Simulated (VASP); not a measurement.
# Cl (P6/mmm) in VASP: further runs, part 2 of 2

VASP 6.6.1. Earlier steps stand in the parts before.

**4. Relaxation of shape and atoms at fixed volume, PBE**

This run uses another cell than the first one, of 16.91 Å³/atom.

INCAR reads:

```
PREC = Accurate ; ENCUT = 600
EDIFF = 1E-7 ; ISMEAR = -1
SIGMA = 0.1 ; LREAL = False
LASPH = True ; NELM = 100
ALGO = Normal ; ISIF = 4
LWAVE = False ; LCHARG = False
GGA = PE ; IBRION = 2
NSW = 50 ; EDIFFG = -0.005
```

KPOINTS reads:

```
regular mesh
0
Gamma
  14 14 13
```

POSCAR reads:

```
Cl
1.0
    3.2117623351      0.0000000000      0.0000000000
   -1.6058811675      2.7814677731      0.0000000000
    0.0000000000      0.0000000000      1.8927351929
Cl
1
Direct
    0.0000000000      0.0000000000      0.0000000000
```

Potentials or basis: VASP PAW PBE potentials, release 64 (Cl).

Command:

```bash
cat potpaw_PBE.64/Cl/POTCAR > POTCAR
mpirun -np 1 vasp_std > vasp.out
```

OUTCAR:

```text
PREC = Accurate
   ENCUT = 600
   EDIFF = 1E-7
   ISMEAR = -1
   LREAL = False
   LASPH = True
   NELM = 100
   ISIF = 4
   GGA = PE
   IBRION = 2
   NSW = 50
   EDIFFG = -0.005

 ion  position               nearest neighbor table
   1  0.000  0.000  0.000-

  LATTYP: Found a hexagonal cell.
 ALAT       =     3.2117623351
 C/A-ratio  =     0.5893135903

  Lattice vectors:

 A1 = (   3.2117623351,   0.0000000000,   0.0000000000)
 A2 = (  -1.6058811675,   2.7814677731,   0.0000000000)
 A3 = (   0.0000000000,   0.0000000000,   1.8927351929)

Analysis of symmetry for initial positions (statically):
=====================================================================
 Subroutine PRICEL returns:
 Original cell was already a primitive cell.

 Routine SETGRP: Setting up the symmetry group for a
 hexagonal supercell.

 Subroutine GETGRP returns: Found 24 space group operations
 (whereof 24 operations were pure point group operations)
 out of a pool of 24 trial point group operations.

The static configuration has the point symmetry D_6h.

Analysis of symmetry for dynamics (positions and initial velocities):
=====================================================================
 Subroutine PRICEL returns:
 Original cell was already a primitive cell.

 Routine SETGRP: Setting up the symmetry group for a
 hexagonal supercell.

 Subroutine GETGRP returns: Found 24 space group operations
 (whereof 24 operations were pure point group operations)
 out of a pool of 24 trial point group operations.

The dynamic configuration has the point symmetry D_6h.

 Subroutine INISYM returns: Found 24 space group operations
 (whereof 24 operations are pure point group operations),
 and found     1 'primitive' translations

----------------------------------------------------------------------------------------

                                     Primitive cell

  volume of cell :      16.9086

  direct lattice vectors                    reciprocal lattice vectors
     3.211762335  0.000000000  0.000000000     0.311355541  0.179761206  0.000000000
    -1.605881167  2.781467773  0.000000000     0.000000000  0.359522411  0.000000000
     0.000000000  0.000000000  1.892735193     0.000000000  0.000000000  0.528335926

  length of vectors
     3.211762335  3.211762335  1.892735193     0.359522411  0.359522411  0.528335926

  position of ions in fractional coordinates (direct lattice)
     0.000000000  0.000000000  0.000000000

  ion indices of the primitive-cell ions
   primitive index   ion index
                 1           1

----------------------------------------------------------------------------------------

 KPOINTS: regular mesh

Automatic generation of k-mesh.
 Grid dimensions read from file:
 generate k-points for:   14   14   13

 Generating k-lattice:

[... 49 lines left out ...]
   NGX,Y,Z   is equivalent  to a cutoff of  14.49, 14.49, 14.05 a.u.
   NGXF,Y,Z  is equivalent  to a cutoff of  28.99, 28.99, 28.11 a.u.
 SYSTEM =  unknown system
   PREC   = accura    normal or accurate (medium, high low for compatibility)
   ISTART =      0    job   : 0-new  1-cont  2-samecut
   ICHARG =      2    charge: 1-file 2-atom 10-const
   ISPIN  =      1    spin polarized calculation?
   LNONCOLLINEAR =      F non collinear calculations
   LSORBIT =      F    spin-orbit coupling
   LASPH  =      T    aspherical Exc in radial PAW
   ENCUT  =  600.0 eV  44.10 Ry    6.64 a.u.   6.41  6.41  3.78*2*pi/ulx,y,z
   NELM   =    100;   NELMIN=  2; NELMDL= -5     # of ELM steps
   EDIFF  = 0.1E-06   stopping-criterion for ELM
   LREAL  =      F    real-space projection
   EDIFFG = -.5E-02   stopping-criterion for IOM
   NSW    =     50    number of steps for IOM
   IBRION =      2    ionic relax: 0-MD 1-quasi-New 2-CG
   NFREE  =      1    steps in history (QN), initial steepest desc. (CG)
   ISIF   =      4    stress and relaxation
   ISYM   =      2    0-nonsym 1-usesym 2-fastsym
   POTIM  = 0.5000    time-step for ionic-motion
   TEBEG  =    0.0;   TEEND  =   0.0 temperature during run
   PSTRESS=    0.0 pullay stress
   NELECT =       7.0000    total number of electrons
   NUPDOWN=      -1.0000    fix difference up-down
   EMIN   =  10.00;   EMAX   =-10.00  energy-range for DOS
   EFERMI =   0.00;   METHOD = LEGACY
   ISMEAR =    -1;   SIGMA  =   0.10  broadening in eV -4-tet -1-fermi 0-gaus
   EFERMI_NEDOS =   21; number of points for ismear=-14 and -15
   IALGO  =     38    algorithm
   IMIX   =      4    mixing-type and parameters
     AMIX     =   0.40;   BMIX     =  1.00
     AMIX_MAG =   1.60;   BMIX_MAG =  1.00
  volume/ion in A,a.u.               =      16.91       114.10
  Fermi-wavevector in a.u.,A,eV,Ry     =   1.220127  2.305706 20.255132  1.488710
  Thomas-Fermi vector in A             =   2.355355
   LORBIT       =      0    0 simple, 1 ext, 2 COOP (PROOUT), +10 PAW based schemes
   GGA     = PE    functional components
   LHFCALC =     F    Hartree Fock is set to
   AEXX    =    0.0000 exact exchange contribution
   IVDW    =     0    specifies the selected vdW correction
   LEPSILON=     F    determine dielectric tensor
   LRPA    =     F    only Hartree local field effects (RPA)
 conjugate gradient relaxation of ions
 non-spin polarized calculation
  energy-cutoff  :      600.00
  volume of cell :       16.91
 maximum number of plane-waves:       580
 NGX is ok and might be reduce to    28
   NGX = 13   NGY = 13   NGZ =  7

--------------------------------------- Ionic step        1  -------------------------------------------

 number of electron       7.0000001 magnetization

 Free energy of the ion-electron system (eV)
  ---------------------------------------------------
  ext. energy  EPLUGINS =         0.00000000
  ---------------------------------------------------
  free energy    TOTEN  =        -0.22482117 eV

  energy without entropy =       -0.20161967  energy(sigma->0) =       -0.21322042

------------------------ aborting loop because EDIFF is reached ----------------------------------------

  FORCE on cell =-STRESS in cart. coord.  units (eV):
  Direction    XX          YY          ZZ          XY          YZ          ZX
  --------------------------------------------------------------------------------------
  -------------------------------------------------------------------------------------
  Total        1.0413566      1.0413566     15.6941946      0.0000000     -0.0000000      0.0000000
  in kB       98.6740049     98.6740049   1487.1073679      0.0000000     -0.0000000      0.0000000
  external PRESSURE =     561.4851259 kB  Pullay stress =       0.0000000 kB
[... 86 lines left out ...]
  FREE ENERGIE OF THE ION-ELECTRON SYSTEM (eV)
  ---------------------------------------------------
  free  energy   TOTEN  =        -0.7905929787 eV

  energy  without entropy=       -0.7604742304  energy(sigma->0) =       -0.77553360

[... ionic steps 4 to 22 ...]

--------------------------------------- Ionic step       23  -------------------------------------------

 number of electron       7.0000001 magnetization

------------------------ aborting loop because EDIFF is reached ----------------------------------------
[... 65 lines left out ...]
--------------------------------------- Ionic step       25  -------------------------------------------

 number of electron       7.0000001 magnetization

 Free energy of the ion-electron system (eV)
  ---------------------------------------------------
  ext. energy  EPLUGINS =         0.00000000
  ---------------------------------------------------
  free energy    TOTEN  =        -1.22674914 eV

  energy without entropy =       -1.21383070  energy(sigma->0) =       -1.22028992

 E-fermi :   5.3593     XC(G=0): -10.4600

 val. band max:        5.3420751655   @ k =   0.5000   0.0000   0.4615
 cond. band min:       5.3847814413   @ k =   0.4286   0.0000   0.4615
 fundamental gap:      0.0427062758
 Fermi energy:         5.3592719868

 k-point     1 :       0.0000    0.0000    0.0000
  band No.  band energies     occupation
      1     -13.3933      2.00000
      2       3.5675      2.00000
      3       3.5675      2.00000
      4      10.0033      0.00000
      5      11.9691      0.00000
      6      17.0347      0.00000
      7      17.0347      0.00000
[... 221 lines left out ...]
 k-point    24 :       0.3571    0.2857    0.0000
  band No.  band energies     occupation
      1     -11.8157      2.00000
      2      -0.8422      2.00000
      3      -0.1268      2.00000
      4      10.5795      0.00000
      5      16.6860      0.00000
      6      18.3534      0.00000
      7      19.2870      0.00000

 [... further k-points ...]
[... 5 lines left out ...]
  --------------------------------------------------------------------------------------
  -------------------------------------------------------------------------------------
  Total        2.4365423      2.4365423      2.4366773      0.0000000      0.0000000     -0.0000000
  in kB      230.8751820    230.8751820    230.8879734      0.0000000      0.0000000     -0.0000000
  external PRESSURE =     230.8794458 kB  Pullay stress =       0.0000000 kB
[... 16 lines left out ...]
  FREE ENERGIE OF THE ION-ELECTRON SYSTEM (eV)
  ---------------------------------------------------
  free  energy   TOTEN  =        -1.2267491365 eV

  energy  without entropy=       -1.2138306980  energy(sigma->0) =       -1.22028992

 reached required accuracy - stopping structural energy minimisation
```

CONTCAR:

```text
Cl
   1.00000000000000
     2.9829404744780250    0.0000000000277521   -0.0000000000000000
    -1.4914702371685402    2.5833022288332494    0.0000000000000001
    -0.0000000000000000    0.0000000000000000    2.1942569616460941
  Cl
     1
Direct
     0.0000000000000000    0.0000000000000000    0.0000000000000000

  0.00000000E+00  0.00000000E+00  0.00000000E+00
```

Wall time 3.3 min (1 thread of Intel Xeon 6975P-C (Granite Rapids), shared host); peak memory 0.13 GiB.

What came out:

```
Free energy               : -1.2267 eV
Energy gained by relaxing : 1001.9 meV/atom
Ionic steps               : 25
Pressure after relaxing   : 23.1 GPa
Band gap on the k mesh    : zero (an odd number of electrons rules out a gap without spin polarisation)
```

The path:
```tsv
step	energy change (eV)	largest force (eV/Å)	pressure (GPa)	volume (Å³)
1	0.0000	0.0000	56.15	16.91
2	-0.5648	0.0000	21.66	16.91
3	-0.5658	0.0000	21.46	16.91
4	-0.5668	0.0000	21.17	16.91
5	-0.5685	0.0000	20.62	16.91
6	-0.9030	0.0000	19.09	16.91
7	-0.9332	0.0000	29.04	16.91
8	-0.9908	0.0000	21.39	16.91
9	-0.9959	0.0000	24.59	16.91
10	-1.0019	0.0000	23.00	16.91
11	-1.0018	0.0000	23.32	16.91
12	-1.0018	0.0000	23.31	16.91
13	-1.0018	0.0000	23.30	16.91
14	-1.0018	0.0000	23.30	16.91
15	-1.0018	0.0000	23.30	16.91
16	-1.0018	0.0000	23.30	16.91
17	-1.0018	0.0000	23.29	16.91
18	-1.0018	0.0000	23.29	16.91
19	-1.0018	0.0000	23.29	16.91
20	-1.0018	0.0000	23.28	16.91
21	-1.0018	0.0000	23.26	16.91
22	-1.0019	0.0000	23.22	16.91
23	-1.0019	0.0000	23.15	16.91
24	-1.0019	0.0000	23.00	16.91
25	-1.0019	0.0000	23.09	16.91
```

Final structure:
```xyz
1
Lattice="2.9829 0.0000 0.0000 -1.4915 2.5833 0.0000 0.0000 0.0000 2.1943" Properties=species:S:1:pos:R:3 pbc="T T T"
Cl    0.0000    0.0000    0.0000
```

Levels at points of the mesh, in eV from the Fermi level:
```tsv
k point	band 1	band 2	band 3	band 4	band 5	band 6
(0.00, 0.00, 0.00)	-18.75	-1.79	-1.79	4.64	6.61	11.68
(0.50, 0.00, 0.00)	-17.36	-7.14	-3.01	5.16	6.56	14.43
```

Caveat: a cell axis changed by over 15 % at a fixed basis, so the end point is rough; an odd number of electrons without spin polarisation forces a metal; a magnetic or distorted state may lie lower.

**5. Relaxation of shape and atoms at fixed volume, PBE**

This run uses another cell than the first one, of 19.98 Å³/atom.

INCAR reads:

```
ALGO     = Normal         # electronic algorithm
EDIFF    = 1E-7           # SCF threshold, eV
EDIFFG   = -0.005         # ionic threshold
ENCUT    = 600            # plane-wave cutoff, eV
GGA      = PE             # functional
IBRION   = 2              # ionic algorithm
ISIF     = 4              # what is computed and relaxed
ISMEAR   = -1             # smearing method
LASPH    = True           # aspherical terms in the spheres
LCHARG   = False          # write CHGCAR
LREAL    = False          # projectors in reciprocal space
LWAVE    = False          # write WAVECAR
NELM     = 100            # most SCF steps
NSW      = 50             # ionic steps
PREC     = Accurate       # precision mode
SIGMA    = 0.1            # smearing width, eV
```

KPOINTS reads:

```
k-points
0
Gamma
  14 14 13
```

POSCAR reads:

```
Cl
1.0
    3.3956815618      0.0000000000      0.0000000000
   -1.6978407808      2.9407464956      0.0000000000
    0.0000000000      0.0000000000      2.0011212927
Cl
1
Direct
    0.0000000000      0.0000000000      0.0000000000
```

Command:

```bash
cat potpaw_PBE.64/Cl/POTCAR > POTCAR
mpirun -np 1 vasp_std > vasp.out
```

Wall time 2 min (1 thread of Intel Xeon 6975P-C (Granite Rapids), shared host); peak memory 0.14 GiB.

The run converged. Its results:

```
Free energy               : -1.5170 eV
Energy gained by relaxing : 503.1 meV/atom
Ionic steps               : 19
Pressure after relaxing   : 9.1 GPa
Band gap on the k mesh    : zero (an odd number of electrons rules out a gap without spin polarisation)
```

The path:
```
step  energy change (eV)  largest force (eV/Å)  pressure (GPa)  volume (Å³)
   1              0.0000                0.0000           28.99        19.98
   2             -0.1202                0.0000            4.73        19.98
   3             -0.5028                0.0000            8.83        19.98
   4             -0.5031                0.0000            9.05        19.98
   5             -0.5030                0.0000            9.29        19.98
   6             -0.5030                0.0000            9.27        19.98
   7             -0.5030                0.0000            9.27        19.98
   8             -0.5030                0.0000            9.27        19.98
   9             -0.5030                0.0000            9.27        19.98
  10             -0.5030                0.0000            9.27        19.98
  11             -0.5030                0.0000            9.27        19.98
  12             -0.5030                0.0000            9.26        19.98
  13             -0.5030                0.0000            9.26        19.98
  14             -0.5030                0.0000            9.26        19.98
  15             -0.5030                0.0000            9.24        19.98
  16             -0.5030                0.0000            9.22        19.98
  17             -0.5031                0.0000            9.16        19.98
  18             -0.5031                0.0000            9.05        19.98
  19             -0.5031                0.0000            9.10        19.98
```

Final structure:
```
CELL_PARAMETERS angstrom
3.20182 0.00000 0.00000
-1.60091 2.77286 0.00000
0.00000 0.00000 2.25078
ATOMIC_POSITIONS crystal
Cl 0.00000 0.00000 0.00000
```

Levels at points of the mesh, in eV from the Fermi level:
```tsv
k point	band 1	band 2	band 3	band 4	band 5	band 6	band 7
(0.00, 0.00, 0.00)	-17.45	-1.86	-1.86	4.53	6.50	11.73	11.73
(0.50, 0.00, 0.00)	-16.60	-5.68	-2.71	4.82	7.18	14.32	15.59
```

Caveat: an odd number of electrons without spin polarisation forces a metal; a magnetic or distorted state may lie lower.

**6. Relaxation of cell and atoms, PBE**

This run uses another cell than the first one, of 22.88 Å³/atom.

INCAR reads:

```
ALGO     = Normal         # electronic algorithm
EDIFF    = 1E-6           # SCF threshold, eV
EDIFFG   = -0.005         # ionic threshold
ENCUT    = 600            # plane-wave cutoff, eV
GGA      = PE             # functional
IBRION   = 2              # ionic algorithm
ISIF     = 3              # what is computed and relaxed
ISMEAR   = -1             # smearing method
LASPH    = T              # aspherical terms in the spheres
LCHARG   = F              # write CHGCAR
LREAL    = F              # projectors in reciprocal space
LWAVE    = F              # write WAVECAR
NELM     = 80             # most SCF steps
NSW      = 60             # ionic steps
PREC     = Accurate       # precision mode
SIGMA    = 0.1            # smearing width, eV
```

KPOINTS is that of step 5.

POSCAR reads:

```
Cl
1.0
    3.0404125157      0.0000000000      0.0000000000
   -1.5202062578      2.6330744765      0.0000000000
    0.0000000000      0.0000000000      2.8579877647
Cl
1
Direct
    0.0000000000      0.0000000000      0.0000000000
```

Potentials or basis: VASP PAW PBE potentials, release 64 (Cl).

Command:

```bash
cat potpaw_PBE.64/Cl/POTCAR > POTCAR
mpirun -np 1 vasp_std > vasp.out
```

Wall time 2.8 min (1 thread of Intel Xeon 6975P-C (Granite Rapids), shared host); peak memory 0.15 GiB.

Results (log left out):

```yaml
Free_energy: -1.6753 eV
Relaxed_volume: 30.24 Å³/atom
Relaxed_cell: a = 3.890 Å, b = 3.890 Å, c = 2.308 Å, α = 90.00°, β = 90.00°, γ = 120.00°
Space_group_after_relaxing_to_0.1_Å: P6/mmm (No. 191)
Pressure_after_relaxing: 0.0 GPa
Band_gap_on_the_k_mesh: zero (an odd number of electrons rules out a gap without spin polarisation)
```

Final structure:
```
Cl
1.0
     3.88975    0.00000    0.00000
    -1.94488    3.36862    0.00000
     0.00000    0.00000    2.30807
Cl
1
Direct
  0.00000 0.00000 0.00000
```

Levels at points of the mesh, in eV from the Fermi level:
| k point | band 1 | band 2 | band 3 | band 4 | band 5 | band 6 | band 7 |
| --- | --- | --- | --- | --- | --- | --- | --- |
| (0.00, 0.00, 0.00) | -15.93 | -2.25 | -2.25 | 4.66 | 5.90 | 11.08 | 11.08 |
| (0.50, 0.00, 0.00) | -15.76 | -3.57 | -2.53 | 4.70 | 7.71 | 11.43 | 13.92 |

Caveat: the volume moved by over 15 % at a fixed basis, so the end points are rough; an odd number of electrons without spin polarisation forces a metal; a magnetic or distorted state may lie lower.

**7. The runs side by side**

| task | cell | gap on the mesh (eV) | pressure (GPa) |
| --- | --- | --- | --- |
| relaxation of shape and atoms at fixed volume | relaxed from a = 2.888, b = 2.888, c = 1.702 Å, angles 90.0, 90.0, 120.0°, 1 atom | none | 89.6 |
| relaxation of shape and atoms at fixed volume | relaxed from a = 3.004, b = 3.004, c = 1.770 Å, angles 90.0, 90.0, 120.0°, 1 atom | none | 57.1 |
| relaxation of shape and atoms at fixed volume | relaxed from a = 3.212, b = 3.212, c = 1.893 Å, angles 90.0, 90.0, 120.0°, 1 atom | none | 23.1 |
| relaxation of shape and atoms at fixed volume | relaxed from a = 3.396, b = 3.396, c = 2.001 Å, angles 90.0, 90.0, 120.0°, 1 atom | none | 9.1 |
| relaxation of cell and atoms | relaxed from a = 3.040, b = 3.040, c = 2.858 Å, angles 90.0, 90.0, 120.0°, 1 atom | none | 0.0 |

Alike in all rows: level PBE; potentials or basis VASP PAW PBE potentials, release 64 (Cl); no spin polarisation; k mesh 14 × 14 × 13; cutoff (eV) 600; smearing fermi-dirac 0.1 eV.

Caveats: an odd number of electrons without spin polarisation forces a metal; a magnetic or distorted state may lie lower; a cell axis changed by over 15 % at a fixed basis, so the end point is rough (at least some runs); the volume moved by over 15 % at a fixed basis, so the end points are rough (at least some runs).

Total energies depend on the potentials used, so only differences within one code and one set of settings carry meaning.

The gap in the log of VASP goes by the Fermi energy; the results here count the filled bands.